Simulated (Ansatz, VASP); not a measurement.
**One calculation of Si2W, two programs**

```xyz
9
Lattice="4.5707 0.0000 0.0000 -2.2853 3.9583 0.0000 0.0000 0.0000 6.6532" Properties=species:S:1:pos:R:3 pbc="T T T"
W     2.2853    0.0000    3.3266
W     1.1427    1.9792    5.5444
W    -1.1427    1.9792    1.1089
Si    1.1218    0.6477    1.1089
Si    3.4489    0.6477    5.5444
Si    0.0000    1.2954    3.3266
Si    1.1635    3.3106    1.1089
Si   -1.1635    3.3106    5.5444
Si    2.2853    2.6630    3.3266
```

Alike in both runs: task relaxation of the atoms; functional PBE; k mesh 5 × 5 × 3; occupations fermi-dirac, width 0.05 eV; no spin polarisation.

|  | VASP | Ansatz |
| --- | --- | --- |
| version | VASP 6.6.1 | Ansatz 0.2.0 |
| potentials or method | VASP PAW PBE potentials, release 64 (W_sv, Si) | Ansatz PAW |
| plane-wave cutoff (eV) | 520 | 420 |
| valence electrons in the cell | 66 | 66 |

```csv
,VASP,Ansatz,Ansatz less VASP
"gap on the k mesh at the Fermi level, each at its own relaxed structure (eV)",0.47,0.47,+0.006
```

Neither program's run includes spin-orbit coupling. Noted on Ansatz's run: odd divisions of the mesh miss points on the zone boundary, where band edges often lie, so the gap on the mesh can be too wide.
